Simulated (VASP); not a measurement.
# TaN (P-6m2) in VASP: further runs

The runs below take TaN through relaxation of shape and atoms at fixed volume, single point, with PBEsol.

Everything below comes from runs of VASP 6.6.1. Logs are shortened: lines on timing, memory, paths and dates and some standing lists are left out, and cuts for length are marked.

## 1. The cell of the first run

Symmetry: P-6m2, No. 187, hexagonal system. The conventional cell has a = 2.983 Å, b = 2.983 Å, c = 2.923 Å, α = 90.00°, β = 90.00°, γ = 120.00°. Within 3.0 Å of Ta (site symmetry -6m2) lie 6 N at 2.26 Å and 8 Ta at 2.92 to 2.98 Å. N (site symmetry -6m2) has 6 Ta at 2.26 Å and 8 N at 2.92 to 2.98 Å within 3.0 Å.

## 2. Relaxation of shape and atoms at fixed volume, PBEsol (11.27 Å³/atom)

INCAR

```
SYSTEM = TaN
ALGO     = Normal         ! electronic algorithm
EDIFF    = 1E-7           ! SCF threshold, eV
EDIFFG   = -0.01          ! ionic threshold
ENCUT    = 600            ! plane-wave cutoff, eV
GGA      = PS             ! functional
IBRION   = 2              ! ionic algorithm
ISIF     = 4              ! what is computed and relaxed
ISMEAR   = 0              ! smearing method
LASPH    = .True.         ! aspherical terms in the spheres
LCHARG   = .False.        ! write CHGCAR
LREAL    = .False.        ! projectors in reciprocal space
LWAVE    = .False.        ! write WAVECAR
NELM     = 100            ! most SCF steps
NSW      = 50             ! ionic steps
PREC     = Accurate       ! precision mode
SIGMA    = 0.1            ! smearing width, eV
```

KPOINTS

```
k-points
0
Gamma
  18 18 14
  0 0 0
```

POSCAR

```
TaN
1.0
    2.9831927126      0.0000000000      0.0000000000
   -1.4915963563      2.5835206735      0.0000000000
    0.0000000000      0.0000000000      2.9233897491
Ta N
1 1
Direct
    0.3333333333      0.6666666667      0.5000000000
    0.0000000000      0.0000000000      0.0000000000
```

Potentials or basis: VASP PAW PBE potentials, release 64 (Ta_pv, N).

The run is started by

```sh
cat potpaw_PBE.64/Ta_pv/POTCAR potpaw_PBE.64/N/POTCAR > POTCAR
mpirun -np 1 vasp_std > vasp.out
```

OUTCAR:

```text
SYSTEM = TaN
   EDIFF = 1E-7
   EDIFFG = -0.01
   ENCUT = 600
   GGA = PS
   IBRION = 2
   ISIF = 4
   ISMEAR = 0
   LASPH = .True.
   LREAL = .False.
   NELM = 100
   NSW = 50
   PREC = Accurate

 ion  position               nearest neighbor table
   1  0.333  0.667  0.500-   2 2.26   2 2.26   2 2.26   2 2.26   2 2.26   2 2.26
   2  0.000  0.000  0.000-   1 2.26   1 2.26   1 2.26   1 2.26   1 2.26   1 2.26

  LATTYP: Found a hexagonal cell.
 ALAT       =     2.9831927126
 C/A-ratio  =     0.9799533690

  Lattice vectors:

 A1 = (   2.9831927126,   0.0000000000,   0.0000000000)
 A2 = (  -1.4915963563,   2.5835206735,   0.0000000000)
 A3 = (   0.0000000000,   0.0000000000,   2.9233897491)

Analysis of symmetry for initial positions (statically):
=====================================================================
 Subroutine PRICEL returns:
 Original cell was already a primitive cell.

 Routine SETGRP: Setting up the symmetry group for a
 hexagonal supercell.

 Subroutine GETGRP returns: Found 12 space group operations
 (whereof 12 operations were pure point group operations)
 out of a pool of 24 trial point group operations.

The static configuration has the point symmetry D_3h.

Analysis of symmetry for dynamics (positions and initial velocities):
=====================================================================
 Subroutine PRICEL returns:
 Original cell was already a primitive cell.

 Routine SETGRP: Setting up the symmetry group for a
 hexagonal supercell.

 Subroutine GETGRP returns: Found 12 space group operations
 (whereof 12 operations were pure point group operations)
 out of a pool of 24 trial point group operations.

The dynamic configuration has the point symmetry D_3h.

 Subroutine INISYM returns: Found 12 space group operations
 (whereof 12 operations are pure point group operations),
 and found     1 'primitive' translations

----------------------------------------------------------------------------------------

                                     Primitive cell

  volume of cell :      22.5310

  direct lattice vectors                    reciprocal lattice vectors
     2.983192713  0.000000000  0.000000000     0.335211331  0.193534352  0.000000000
    -1.491596356  2.583520673  0.000000000     0.000000000  0.387068704  0.000000000
     0.000000000  0.000000000  2.923389749     0.000000000  0.000000000  0.342068655

  length of vectors
     2.983192713  2.983192713  2.923389749     0.387068704  0.387068704  0.342068655

  position of ions in fractional coordinates (direct lattice)
     0.333333333  0.666666667  0.500000000
     0.000000000  0.000000000  0.000000000

  ion indices of the primitive-cell ions
   primitive index   ion index
                 1           1
                 2           2

----------------------------------------------------------------------------------------

 KPOINTS: k-points

Automatic generation of k-mesh.
 Grid dimensions read from file:
 generate k-points for:   18   18   14

 Generating k-lattice:

  Cartesian coordinates                     Fractional coordinates (reciprocal lattice)
     0.018622852  0.010751908  0.000000000     0.055555556  0.000000000  0.000000000
     0.000000000  0.021503817  0.000000000     0.000000000  0.055555556  0.000000000
     0.000000000  0.000000000  0.024433475     0.000000000  0.000000000  0.071428571

  Length of vectors
     0.021503817  0.021503817  0.024433475

  Shift w.r.t. Gamma in fractional coordinates (k-lattice)
     0.000000000  0.000000000  0.000000000

 Subroutine IBZKPT returns following result:
 ===========================================

 Found    296 irreducible k-points:

 Following reciprocal coordinates:
            Coordinates               Weight
  0.000000  0.000000  0.000000      1.000000
  0.055556  0.000000  0.000000      6.000000
  0.111111  0.000000  0.000000      6.000000
  0.166667  0.000000  0.000000      6.000000
  0.222222  0.000000  0.000000      6.000000
  0.277778  0.000000  0.000000      6.000000
[... 16 lines left out ...]
  0.333333  0.111111  0.000000     12.000000
  0.388889  0.111111  0.000000     12.000000
 [... further k-points ...]
   k-points           NKPTS =    296   k-points in BZ     NKDIM =    296   number of bands    NBANDS=     12
   number of dos      NEDOS =    301   number of ions     NIONS =      2
   total plane-waves  NPLWV =  13824
   dimension x,y,z NGX =    24 NGY =   24 NGZ =   24
   dimension x,y,z NGXF=    48 NGYF=   48 NGZF=   48
   ions per type =               1   1
   NGX,Y,Z   is equivalent  to a cutoff of  13.37, 13.37, 13.65 a.u.
   NGXF,Y,Z  is equivalent  to a cutoff of  26.75, 26.75, 27.30 a.u.
 SYSTEM =  TaN
   PREC   = accura    normal or accurate (medium, high low for compatibility)
   ISTART =      0    job   : 0-new  1-cont  2-samecut
   ICHARG =      2    charge: 1-file 2-atom 10-const
   ISPIN  =      1    spin polarized calculation?
   LNONCOLLINEAR =      F non collinear calculations
   LSORBIT =      F    spin-orbit coupling
   LASPH  =      T    aspherical Exc in radial PAW
   ENCUT  =  600.0 eV  44.10 Ry    6.64 a.u.   5.96  5.96  5.84*2*pi/ulx,y,z
   NELM   =    100;   NELMIN=  2; NELMDL= -5     # of ELM steps
   EDIFF  = 0.1E-06   stopping-criterion for ELM
   LREAL  =      F    real-space projection
   EDIFFG = -.1E-01   stopping-criterion for IOM
   NSW    =     50    number of steps for IOM
   IBRION =      2    ionic relax: 0-MD 1-quasi-New 2-CG
   NFREE  =      1    steps in history (QN), initial steepest desc. (CG)
   ISIF   =      4    stress and relaxation
   ISYM   =      2    0-nonsym 1-usesym 2-fastsym
   POTIM  = 0.5000    time-step for ionic-motion
   TEBEG  =    0.0;   TEEND  =   0.0 temperature during run
   PSTRESS=    0.0 pullay stress
   NELECT =      16.0000    total number of electrons
   NUPDOWN=      -1.0000    fix difference up-down
   EMIN   =  10.00;   EMAX   =-10.00  energy-range for DOS
   EFERMI =   0.00;   METHOD = LEGACY
   ISMEAR =     0;   SIGMA  =   0.10  broadening in eV -4-tet -1-fermi 0-gaus
   EFERMI_NEDOS =   21; number of points for ismear=-14 and -15
   IALGO  =     38    algorithm
   IMIX   =      4    mixing-type and parameters
     AMIX     =   0.40;   BMIX     =  1.00
     AMIX_MAG =   1.60;   BMIX_MAG =  1.00
  volume/ion in A,a.u.               =      11.27        76.02
  Fermi-wavevector in a.u.,A,eV,Ry     =   1.460567  2.760072 29.024712  2.133256
  Thomas-Fermi vector in A             =   2.577001
   LORBIT       =      0    0 simple, 1 ext, 2 COOP (PROOUT), +10 PAW based schemes
   GGA     = PS    functional components
   LHFCALC =     F    Hartree Fock is set to
   AEXX    =    0.0000 exact exchange contribution
   IVDW    =     0    specifies the selected vdW correction
   LEPSILON=     F    determine dielectric tensor
   LRPA    =     F    only Hartree local field effects (RPA)
 conjugate gradient relaxation of ions
 non-spin polarized calculation
 Gauss-broadening in eV      SIGMA  =   0.10
  energy-cutoff  :      600.00
  volume of cell :       22.53
 maximum number of plane-waves:       774
 NGX is ok and might be reduce to    24
   NGX = 11   NGY = 11   NGZ = 11

--------------------------------------- Ionic step        1  -------------------------------------------

 number of electron      16.0000000 magnetization

 Free energy of the ion-electron system (eV)
  ---------------------------------------------------
  ext. energy  EPLUGINS =         0.00000000
  ---------------------------------------------------
  free energy    TOTEN  =       -23.73673174 eV

  energy without entropy =      -23.73646124  energy(sigma->0) =      -23.73659649

------------------------ aborting loop because EDIFF is reached ----------------------------------------

  FORCE on cell =-STRESS in cart. coord.  units (eV):
  Direction    XX          YY          ZZ          XY          YZ          ZX
  --------------------------------------------------------------------------------------
  -------------------------------------------------------------------------------------
  Total       -2.5084353     -2.5084353     -2.6369891      0.0000000      0.0000000      0.0000000
  in kB     -178.3748079   -178.3748079   -187.5162690      0.0000000      0.0000000      0.0000000
  external PRESSURE =    -181.4219616 kB  Pullay stress =       0.0000000 kB
[... 57 lines left out ...]
  energy  without entropy=      -23.7364618508  energy(sigma->0) =      -23.73659868

--------------------------------------- Ionic step        3  -------------------------------------------

 number of electron      16.0000000 magnetization

 Free energy of the ion-electron system (eV)
  ---------------------------------------------------
  ext. energy  EPLUGINS =         0.00000000
  ---------------------------------------------------
  free energy    TOTEN  =       -23.73679919 eV

  energy without entropy =      -23.73652720  energy(sigma->0) =      -23.73666320

 E-fermi :   7.6147     XC(G=0): -13.2637

 val. band max:        7.5781115771   @ k =   0.0000   0.0000   0.4286
 cond. band min:       7.6459821763   @ k =   0.0556   0.0000   0.5000
 fundamental gap:      0.0678705992
 Fermi energy:         7.6147277805

 k-point     1 :       0.0000    0.0000    0.0000
  band No.  band energies     occupation
      1     -27.2676      2.00000
      2     -27.0325      2.00000
      3     -27.0325      2.00000
      4      -9.7680      2.00000
      5       3.2427      2.00000
      6       3.2427      2.00000
      7       3.6174      2.00000
      8       4.8003      2.00000
      9       9.4951      0.00000
     10      11.0463      0.00000
     11      11.0463      0.00000
     12      11.3685      0.00000
[... 331 lines left out ...]
 k-point    24 :       0.3889    0.1111    0.0000
  band No.  band energies     occupation
      1     -27.8589      2.00000
      2     -27.2926      2.00000
      3     -27.1476      2.00000
      4      -7.6052      2.00000
      5      -0.2285      2.00000
      6       2.7369      2.00000
      7       3.5066      2.00000
      8       5.4449      2.00000
      9       9.8182      0.00000
     10      10.5044      0.00000
     11      11.8919      0.00000
     12      13.3595      0.00000

 [... further k-points ...]

------------------------ aborting loop because EDIFF is reached ----------------------------------------

  FORCE on cell =-STRESS in cart. coord.  units (eV):
  Direction    XX          YY          ZZ          XY          YZ          ZX
  --------------------------------------------------------------------------------------
  -------------------------------------------------------------------------------------
  Total       -2.5458629     -2.5458629     -2.5447343      0.0000000     -0.0000000      0.0000000
  in kB     -181.0362847   -181.0362847   -180.9560314      0.0000000     -0.0000000      0.0000000
  external PRESSURE =    -181.0095336 kB  Pullay stress =       0.0000000 kB
[... 17 lines left out ...]
  FREE ENERGIE OF THE ION-ELECTRON SYSTEM (eV)
  ---------------------------------------------------
  free  energy   TOTEN  =       -23.7367991924 eV

  energy  without entropy=      -23.7365272039  energy(sigma->0) =      -23.73666320

 reached required accuracy - stopping structural energy minimisation
```

Run time: 3.1 min. Hardware: 1 thread of Intel Xeon 8259CL, shared host; peak memory 0.23 GiB.

What came out:

| Quantity | Value |
| --- | --- |
| Free energy | -23.7368 eV |
| Energy gained by relaxing | 0.0 meV/atom |
| Ionic steps | 3 |
| Pressure after relaxing | -18.1 GPa |
| Band gap on the k mesh | zero (bands 8 and 9 overlap by 0.34 eV) |

Final structure:
```
CELL_PARAMETERS angstrom
2.98476 0.00000 0.00000
-1.49238 2.58487 0.00000
0.00000 0.00000 2.92033
ATOMIC_POSITIONS crystal
Ta 0.33333 0.66667 0.50000
N 0.00000 0.00000 0.00000
```

Caveat: the PAW data sets were made with another functional, which shifts forces and pressure a little; spin-orbit coupling is left out, which moves the levels of the heavy elements.

[end of part 1 of 2]
